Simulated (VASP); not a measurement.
A run of VASP 6.6.1 is set up as follows.

File INCAR:

```
PREC = Accurate
ENCUT = 600
EDIFF = 1E-6
ISMEAR = 0
SIGMA = 0.05
LREAL = F
LASPH = T
NELM = 100
ALGO = Normal
ISIF = 3
LWAVE = F
LCHARG = F
GGA = PE
IVDW = 12
IBRION = 2
NSW = 80
EDIFFG = -0.01
```

File KPOINTS:

```
Automatic mesh
0
Gamma
  12 12 4
```

File POSCAR:

```
BN
1.0
    2.4982400000      0.0000000000      0.0000000000
   -1.2491200000      2.1635393048      0.0000000000
    0.0000000000      0.0000000000      6.6357000000
B N
2 2
Direct
    0.3333333333      0.6666666667      0.2500000000
    0.6666666667      0.3333333333      0.7500000000
    0.3333333333      0.6666666667      0.7500000000
    0.6666666667      0.3333333333      0.2500000000
```

Potentials or basis: VASP PAW PBE potentials, release 64 (B, N).

The run is started by

```sh
$ cat potpaw_PBE.64/B/POTCAR potpaw_PBE.64/N/POTCAR > POTCAR
$ mpirun -np 1 vasp_std > vasp.out
```

(1) Estimate the relaxed volume.

(2) What does it give for the dispersion energy per atom?

## Answers

(1) 8.95 Å³/atom.

(2) -0.142 eV.
